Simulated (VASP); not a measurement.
# Os (I4_1/amd) in VASP: further runs

Runs on Os. Level: PBEsol. Tasks: single point.

Program: VASP 6.6.1. These are calculated values, not measurements. Logs are shortened: lines on timing, memory, paths and dates and some standing lists are left out, and cuts for length are marked.

## Step 1: The cell of the first run

Symmetry: I4_1/amd, No. 141, tetragonal system. The conventional cell has a = 4.876 Å, b = 4.876 Å, c = 2.623 Å, α = 90.00°, β = 90.00°, γ = 90.00°. Within 3.3 Å of Os (site symmetry -4m2) lie 10 Os at 2.52 to 3.13 Å.

## Step 2: Single point, PBEsol

INCAR

```
ALGO     = Normal         # electronic algorithm
EDIFF    = 1E-6           # SCF threshold, eV
ENCUT    = 560            # plane-wave cutoff, eV
GGA      = PS             # functional
GGA_COMPAT= False        
ISIF     = 2              # what is computed and relaxed
ISMEAR   = 0              # smearing method
LASPH    = True           # aspherical terms in the spheres
LCHARG   = True           # write CHGCAR
LELF     = True           # ELF
LREAL    = False          # projectors in reciprocal space
LVHAR    = True         
LWAVE    = False          # write WAVECAR
NBANDS   = 23             # bands
NELM     = 120            # most SCF steps
PREC     = Accurate       # precision mode
SIGMA    = 0.1            # smearing width, eV
```

KPOINTS

```
k-points
0
Gamma
  8 8 8
```

POSCAR

```
Os
1.0
   -2.4381652303      2.4381652303      1.3116103120
    2.4381652303     -2.4381652303      1.3116103120
    2.4381652303      2.4381652303     -1.3116103120
Os
2
Direct
    0.0000000000      0.0000000000      0.0000000000
    0.7500000000      0.2500000000      0.5000000000
```

Potentials or basis: VASP PAW PBE potentials, release 64 (Os_sv_GW).

On the command line:

```console
> cat potpaw_PBE.64/Os_sv_GW/POTCAR > POTCAR
> mpirun -np 1 vasp_std > vasp.out
```

OUTCAR:

```text
EDIFF = 1E-6
   ENCUT = 560
   GGA = PS
   ISIF = 2
   ISMEAR = 0
   LASPH = True
   LREAL = False
   NELM = 120
   PREC = Accurate

 ion  position               nearest neighbor table
   1  0.000  0.000  0.000-   2 2.52   2 2.52   2 2.52   2 2.52   2 3.13   2 3.13   2 3.13   2 3.13

   2  0.750  0.250  0.500-   1 2.52   1 2.52   1 2.52   1 2.52   1 3.13   1 3.13   1 3.13   1 3.13

  LATTYP: Found a body centered tetragonal cell.
 ALAT       =     4.8763304606
 C/A-ratio  =     0.5379497237

  Lattice vectors:

 A1 = (  -2.4381652303,   2.4381652303,   1.3116103120)
 A2 = (   2.4381652303,  -2.4381652303,   1.3116103120)
 A3 = (   2.4381652303,   2.4381652303,  -1.3116103120)

Analysis of symmetry for initial positions (statically):
=====================================================================
 Subroutine PRICEL returns:
 Original cell was already a primitive cell.

 Routine SETGRP: Setting up the symmetry group for a
 body centered tetragonal supercell.

 Subroutine GETGRP returns: Found 16 space group operations
 (whereof  8 operations were pure point group operations)
 out of a pool of 16 trial point group operations.

The static configuration has the point symmetry D_2d.
 The point group associated with its full space group is D_4h.

Analysis of symmetry for dynamics (positions and initial velocities):
=====================================================================
 Subroutine PRICEL returns:
 Original cell was already a primitive cell.

 Routine SETGRP: Setting up the symmetry group for a
 body centered tetragonal supercell.

 Subroutine GETGRP returns: Found 16 space group operations
 (whereof  8 operations were pure point group operations)
 out of a pool of 16 trial point group operations.

The dynamic configuration has the point symmetry D_2d.
 The point group associated with its full space group is D_4h.

 Subroutine INISYM returns: Found 16 space group operations
 (whereof  8 operations are pure point group operations),
 and found     1 'primitive' translations

----------------------------------------------------------------------------------------

                                     Primitive cell

  volume of cell :      31.1883

  direct lattice vectors                    reciprocal lattice vectors
    -2.438165230  2.438165230  1.311610312     0.000000000  0.205072238  0.381210788
     2.438165230 -2.438165230  1.311610312     0.205072238  0.000000000  0.381210788
     2.438165230  2.438165230 -1.311610312     0.205072238  0.205072238  0.000000000

  length of vectors
     3.689121981  3.689121981  3.689121981     0.432869827  0.432869827  0.290015940

  position of ions in fractional coordinates (direct lattice)
     0.000000000  0.000000000  0.000000000
     0.750000000  0.250000000  0.500000000

  ion indices of the primitive-cell ions
   primitive index   ion index
                 1           1
                 2           2

----------------------------------------------------------------------------------------

 KPOINTS: k-points

Automatic generation of k-mesh.
 Grid dimensions read from file:
 generate k-points for:    8    8    8

 Generating k-lattice:

  Cartesian coordinates                     Fractional coordinates (reciprocal lattice)
     0.000000000  0.025634030  0.047651348     0.125000000  0.000000000 -0.000000000
     0.025634030  0.000000000  0.047651348     0.000000000  0.125000000 -0.000000000
     0.025634030  0.025634030  0.000000000     0.000000000  0.000000000  0.125000000

  Length of vectors
     0.054108728  0.054108728  0.036251993

  Shift w.r.t. Gamma in fractional coordinates (k-lattice)
     0.000000000  0.000000000  0.000000000

 Subroutine IBZKPT returns following result:
 ===========================================

 Found     59 irreducible k-points:

 Following reciprocal coordinates:
            Coordinates               Weight
  0.000000  0.000000  0.000000      1.000000
  0.125000  0.000000 -0.000000      8.000000
  0.250000  0.000000 -0.000000      8.000000
  0.375000  0.000000 -0.000000      8.000000
  0.500000  0.000000 -0.000000      4.000000
  0.125000  0.125000 -0.000000      8.000000
[... 16 lines left out ...]
  0.250000  0.125000  0.125000     16.000000
  0.375000  0.125000  0.125000      8.000000
 [... further k-points ...]
   k-points           NKPTS =     59   k-points in BZ     NKDIM =     59   number of bands    NBANDS=     23
   number of dos      NEDOS =    301   number of ions     NIONS =      2
   total plane-waves  NPLWV =  21952
   dimension x,y,z NGX =    28 NGY =   28 NGZ =   28
   dimension x,y,z NGXF=    56 NGYF=   56 NGZF=   56
   ions per type =               2
   NGX,Y,Z   is equivalent  to a cutoff of  12.62, 12.62, 12.62 a.u.
   NGXF,Y,Z  is equivalent  to a cutoff of  25.24, 25.24, 25.24 a.u.
 SYSTEM =  unknown system
   PREC   = accura    normal or accurate (medium, high low for compatibility)
   ISTART =      0    job   : 0-new  1-cont  2-samecut
   ICHARG =      2    charge: 1-file 2-atom 10-const
   ISPIN  =      1    spin polarized calculation?
   LNONCOLLINEAR =      F non collinear calculations
   LSORBIT =      F    spin-orbit coupling
   LASPH  =      T    aspherical Exc in radial PAW
   ENCUT  =  560.0 eV  41.16 Ry    6.42 a.u.   7.12  7.12  7.12*2*pi/ulx,y,z
   NELM   =    120;   NELMIN=  2; NELMDL= -5     # of ELM steps
   EDIFF  = 0.1E-05   stopping-criterion for ELM
   LREAL  =      F    real-space projection
   EDIFFG = 0.1E-04   stopping-criterion for IOM
   NSW    =      0    number of steps for IOM
   IBRION =     -1    ionic relax: 0-MD 1-quasi-New 2-CG
   NFREE  =      0    steps in history (QN), initial steepest desc. (CG)
   ISIF   =      2    stress and relaxation
   ISYM   =      2    0-nonsym 1-usesym 2-fastsym
   POTIM  = 0.5000    time-step for ionic-motion
   TEBEG  =    0.0;   TEEND  =   0.0 temperature during run
   PSTRESS=    0.0 pullay stress
   NELECT =      32.0000    total number of electrons
   NUPDOWN=      -1.0000    fix difference up-down
   EMIN   =  10.00;   EMAX   =-10.00  energy-range for DOS
   EFERMI =   0.00;   METHOD = LEGACY
   ISMEAR =     0;   SIGMA  =   0.10  broadening in eV -4-tet -1-fermi 0-gaus
   EFERMI_NEDOS =   21; number of points for ismear=-14 and -15
   IALGO  =     38    algorithm
   IMIX   =      4    mixing-type and parameters
     AMIX     =   0.40;   BMIX     =  1.00
     AMIX_MAG =   1.60;   BMIX_MAG =  1.00
  volume/ion in A,a.u.               =      15.59       105.23
  Fermi-wavevector in a.u.,A,eV,Ry     =   1.651180  3.120278 37.094869  2.726396
  Thomas-Fermi vector in A             =   2.740004
   LORBIT       =      0    0 simple, 1 ext, 2 COOP (PROOUT), +10 PAW based schemes
   GGA     = PS    functional components
   LHFCALC =     F    Hartree Fock is set to
   AEXX    =    0.0000 exact exchange contribution
   IVDW    =     0    specifies the selected vdW correction
   LEPSILON=     F    determine dielectric tensor
   LRPA    =     F    only Hartree local field effects (RPA)
 non-spin polarized calculation
 Gauss-broadening in eV      SIGMA  =   0.10
  energy-cutoff  :      560.00
  volume of cell :       31.19
 maximum number of plane-waves:       957
   NGX = 15   NGY = 15   NGZ = 15

 number of electron      32.0000000 magnetization

 Free energy of the ion-electron system (eV)
  ---------------------------------------------------
  ext. energy  EPLUGINS =         0.00000000
  ---------------------------------------------------
  free energy    TOTEN  =       -24.20881046 eV

  energy without entropy =      -24.19634340  energy(sigma->0) =      -24.20257693

 E-fermi :  11.7631     XC(G=0): -13.9687

 val. band max:       11.7442817040   @ k =  -0.3750   0.5000   0.3750
 cond. band min:      11.7703582354   @ k =   0.0000   0.0000   0.0000
 fundamental gap:      0.0260765314
 Fermi energy:        11.7630864186

 k-point     1 :       0.0000    0.0000    0.0000
  band No.  band energies     occupation
      1     -74.7372      2.00000
      2     -74.5687      2.00000
      3     -34.4934      2.00000
      4     -34.4934      2.00000
      5     -33.6484      2.00000
      6     -33.6351      2.00000
[... 15 lines left out ...]
     22      26.0483      0.00000
     23      27.3593      0.00000

 k-point     2 :       0.1250    0.0000   -0.0000
  band No.  band energies     occupation
      1     -74.7243      2.00000
      2     -74.5669      2.00000
      3     -34.4830      2.00000
      4     -34.4440      2.00000
      5     -33.7732      2.00000
      6     -33.7540      2.00000
[... 15 lines left out ...]
     22      26.2855      0.00000
     23      27.5683      0.00000

 k-point     3 :       0.2500    0.0000   -0.0000
  band No.  band energies     occupation
      1     -74.6927      2.00000
      2     -74.5634      2.00000
      3     -34.4580      2.00000
      4     -34.3415      2.00000
      5     -34.0619      2.00000
      6     -33.9960      2.00000
[... 15 lines left out ...]
     22      26.1184      0.00000
     23      26.7724      0.00000

 k-point     4 :       0.3750    0.0000   -0.0000
  band No.  band energies     occupation
      1     -74.6577      2.00000
      2     -74.5631      2.00000
      3     -34.4329      2.00000
      4     -34.4135      2.00000
      5     -34.3208      2.00000
      6     -34.0415      2.00000
[... 15 lines left out ...]
     22      22.1645      0.00000
     23      25.9409      0.00000

 k-point     5 :       0.5000    0.0000   -0.0000
  band No.  band energies     occupation
      1     -74.6408      2.00000
      2     -74.5652      2.00000
      3     -34.5120      2.00000
      4     -34.4224      2.00000
      5     -34.4206      2.00000
      6     -33.9476      2.00000
[... 434 lines left out ...]
 k-point    22 :       0.1250    0.1250    0.1250
  band No.  band energies     occupation
      1     -74.6815      2.00000
      2     -74.5745      2.00000
      3     -34.3745      2.00000
      4     -34.3347      2.00000
      5     -34.0579      2.00000
      6     -33.9965      2.00000
[... 15 lines left out ...]
     22      25.5484      0.00000
     23      26.3726      0.00000

 k-point    23 :       0.2500    0.1250    0.1250
  band No.  band energies     occupation
      1     -74.6470      2.00000
      2     -74.5739      2.00000
      3     -34.4686      2.00000
      4     -34.3618      2.00000
      5     -34.2309      2.00000
      6     -34.0410      2.00000
[... 15 lines left out ...]
     22      22.1880      0.00000
     23      25.7685      0.00000

 k-point    24 :       0.3750    0.1250    0.1250
  band No.  band energies     occupation
      1     -74.6301      2.00000
      2     -74.5762      2.00000
      3     -34.5513      2.00000
      4     -34.4517      2.00000
      5     -34.2426      2.00000
      6     -33.9293      2.00000
[... 15 lines left out ...]
     22      19.1460      0.00000
     23      25.4369      0.00000

 [... further k-points ...]
[... 5 lines left out ...]
  --------------------------------------------------------------------------------------
  -------------------------------------------------------------------------------------
  Total       -0.2647618     -0.2647618     -0.2716656      0.0000000     -0.0000000      0.0000000
  in kB      -13.6011259    -13.6011259    -13.9557802      0.0000000     -0.0000000      0.0000000
  external PRESSURE =     -13.7193440 kB  Pullay stress =       0.0000000 kB

 VOLUME and BASIS-vectors are now :
 -----------------------------------------------------------------------------
  energy-cutoff  :      560.00
  volume of cell :       31.19
      direct lattice vectors                 reciprocal lattice vectors
    -2.438165230  2.438165230  1.311610312     0.000000000  0.205072238  0.381210788
     2.438165230 -2.438165230  1.311610312     0.205072238  0.000000000  0.381210788
     2.438165230  2.438165230 -1.311610312     0.205072238  0.205072238  0.000000000

 POSITION                                       TOTAL-FORCE (eV/Angst)
 -----------------------------------------------------------------------------------
      0.00000      0.00000      0.00000         0.000000     -0.000000     -0.000000
      0.00000      2.43817      0.65581        -0.000000      0.000000      0.000000
 -----------------------------------------------------------------------------------
    total drift:                               -0.000000      0.000000      0.000000

  FREE ENERGIE OF THE ION-ELECTRON SYSTEM (eV)
  ---------------------------------------------------
  free  energy   TOTEN  =       -24.2088104599 eV

  energy  without entropy=      -24.1963433964  energy(sigma->0) =      -24.20257693
```

Run time: 26 s. Hardware: 1 thread of Intel Xeon 6975P-C (Granite Rapids), shared host; peak memory 0.18 GiB.

What came out:

| Quantity | Value |
| --- | --- |
| Free energy | -24.2088 eV |
| Pressure | -1.4 GPa |
| Band gap on the k mesh | zero (bands 16 and 17 overlap by 1.43 eV) |

Caveat: the PAW data sets were made with another functional, which shifts forces and pressure a little; spin-orbit coupling is left out, which moves the levels of the heavy elements.

## Step 3: Single point, PBEsol

This run uses another cell than the first one, of 14.50 Å³/atom.

INCAR

```
SYSTEM = Os
ALGO = Normal
EDIFF = 1E-6
ENCUT = 560
GGA = PS
GGA_COMPAT = .False.
ISIF = 2
ISMEAR = 0
LASPH = .True.
LCHARG = .True.
LELF = .True.
LREAL = .False.
LVHAR = .True.
LWAVE = .False.
NBANDS = 23
NELM = 120
PREC = Accurate
SIGMA = 0.1
```

KPOINTS

```
k-points
0
Gamma
  8 8 8
  0 0 0
```

POSCAR

```
Os
1.0
   -2.3688180819      2.3688180819      1.2922339908
    2.3688180819     -2.3688180819      1.2922339908
    2.3688180819      2.3688180819     -1.2922339908
Os
2
Direct
    0.0000000000      0.0000000000      0.0000000000
    0.7500000000      0.2500000000      0.5000000000
```

Potentials or basis: VASP PAW PBE potentials, release 64 (Os_sv_GW).

On the command line:

```console
> cat potpaw_PBE.64/Os_sv_GW/POTCAR > POTCAR
> mpirun -np 1 vasp_std > vasp.out
```

OUTCAR:

```text
SYSTEM = Os
   EDIFF = 1E-6
   ENCUT = 560
   GGA = PS
   ISIF = 2
   ISMEAR = 0
   LASPH = .True.
   LREAL = .False.
   NELM = 120
   PREC = Accurate

 ion  position               nearest neighbor table
   1  0.000  0.000  0.000-   2 2.46   2 2.46   2 2.46   2 2.46   2 3.06   2 3.06   2 3.06   2 3.06

   2  0.750  0.250  0.500-   1 2.46   1 2.46   1 2.46   1 2.46   1 3.06   1 3.06   1 3.06   1 3.06

  LATTYP: Found a body centered tetragonal cell.
 ALAT       =     4.7376361638
 C/A-ratio  =     0.5455184595

  Lattice vectors:

 A1 = (  -2.3688180819,   2.3688180819,   1.2922339908)
[... 192 lines left out ...]
      5     -32.3709      2.00000
      6     -32.3520      2.00000
[... 613 lines left out ...]
     22      20.8510      0.00000
     23      27.3996      0.00000

 [... further k-points ...]
[... 5 lines left out ...]
  --------------------------------------------------------------------------------------
  -------------------------------------------------------------------------------------
  Total        5.2700875      5.2700875      4.3133708      0.0000000      0.0000000      0.0000000
  in kB      291.1145019    291.1145019    238.2664037      0.0000000      0.0000000      0.0000000
  external PRESSURE =     273.4984692 kB  Pullay stress =       0.0000000 kB

 VOLUME and BASIS-vectors are now :
 -----------------------------------------------------------------------------
  energy-cutoff  :      560.00
  volume of cell :       29.00
      direct lattice vectors                 reciprocal lattice vectors
    -2.368818082  2.368818082  1.292233991     0.000000000  0.211075728  0.386926829
     2.368818082 -2.368818082  1.292233991     0.211075728  0.000000000  0.386926829
     2.368818082  2.368818082 -1.292233991     0.211075728  0.211075728  0.000000000

 POSITION                                       TOTAL-FORCE (eV/Angst)
 -----------------------------------------------------------------------------------
      0.00000      0.00000      0.00000         0.000000     -0.000000     -0.000000
      0.00000      2.36882      0.64612        -0.000000      0.000000      0.000000
 -----------------------------------------------------------------------------------
    total drift:                               -0.000000      0.000000      0.000000

  FREE ENERGIE OF THE ION-ELECTRON SYSTEM (eV)
  ---------------------------------------------------
  free  energy   TOTEN  =       -24.0187576293 eV

  energy  without entropy=      -24.0046335070  energy(sigma->0) =      -24.01169557
```

OSZICAR:

```text
N       E                     dE             d eps       ncg     rms          rms(c)
DAV:   1     0.294346147228E+03    0.29435E+03   -0.22840E+04  2762   0.157E+03
DAV:   2    -0.175367823785E+02   -0.31188E+03   -0.29778E+03  3330   0.470E+02
DAV:   3    -0.258756676256E+02   -0.83389E+01   -0.82494E+01  3218   0.725E+01
DAV:   4    -0.259081418714E+02   -0.32474E-01   -0.32460E-01  3085   0.501E+00
DAV:   5    -0.259082936127E+02   -0.15174E-03   -0.15173E-03  3281   0.289E-01    0.129E+02
DAV:   6    -0.242241361137E+02    0.16842E+01   -0.27495E+00  2994   0.121E+01    0.693E+01
DAV:   7    -0.240539727541E+02    0.17016E+00   -0.11983E+00  3190   0.758E+00    0.117E+01
DAV:   8    -0.240192122592E+02    0.34760E-01   -0.14044E-01  2931   0.324E+00    0.126E+00
DAV:   9    -0.240189065777E+02    0.30568E-03   -0.15798E-03  3267   0.338E-01    0.632E-01
DAV:  10    -0.240187564232E+02    0.15015E-03   -0.26329E-04  2910   0.185E-01    0.378E-01
DAV:  11    -0.240187578163E+02   -0.13930E-05   -0.28316E-06  2816   0.169E-02    0.181E-02
DAV:  12    -0.240187576293E+02    0.18692E-06   -0.99303E-08  1826   0.293E-03
   1 F= -.24018758E+02 E0= -.24011696E+02  d E =-.141241E-01
```

stdout:

```text
POSCAR found type information on POSCAR Os
 POSCAR found :  1 types and       2 ions
 scaLAPACK will be used
 -----------------------------------------------------------------------------
|                                                                             |
|                                                                             |
|     You enforced a specific xc type in the INCAR file but a different       |
|     I HOPE YOU KNOW WHAT YOU ARE DOING!                                     |
|                                                                             |
 -----------------------------------------------------------------------------

 LDA part: xc-table for (Slater+PW92), standard interpolation
 POSCAR, INCAR and KPOINTS ok, starting setup
 FFT: planning ... GRIDC
 FFT: planning ... GRID_SOFT
 FFT: planning ... GRID
 WAVECAR not read
 entering main loop
```

Run time: 40 s. Hardware: 1 thread of Intel Xeon Platinum 8488C (Sapphire Rapids), shared host; peak memory 0.18 GiB.

What came out:

* Free energy: -24.0188 eV
* Pressure: 27.3 GPa
* Band gap on the k mesh: zero (bands 16 and 17 overlap by 1.57 eV)

Levels at points of the mesh, in eV from the Fermi level:
| k point | band 14 | band 15 | band 16 | band 17 | band 18 | band 19 |
| --- | --- | --- | --- | --- | --- | --- |
| (0.00, 0.00, 0.00) | -0.17 | -0.17 | -0.11 | -0.11 | 3.00 | 4.74 |
| (0.50, 0.00, 0.00) | -2.04 | -1.38 | 0.10 | 1.49 | 1.78 | 4.83 |
| (0.50, 0.50, 0.00) | -3.38 | -1.49 | -1.49 | 1.17 | 1.17 | 1.64 |
| (0.50, 0.50, 0.50) | -1.19 | -0.92 | -0.92 | 0.41 | 0.41 | 0.45 |

Caveat: the stress differs along the axes, from 24 to 29 GPa; the PAW data sets were made with another functional, which shifts forces and pressure a little; spin-orbit coupling is left out, which moves the levels of the heavy elements.

The gap in the log of VASP goes by the Fermi energy; the results here count the filled bands.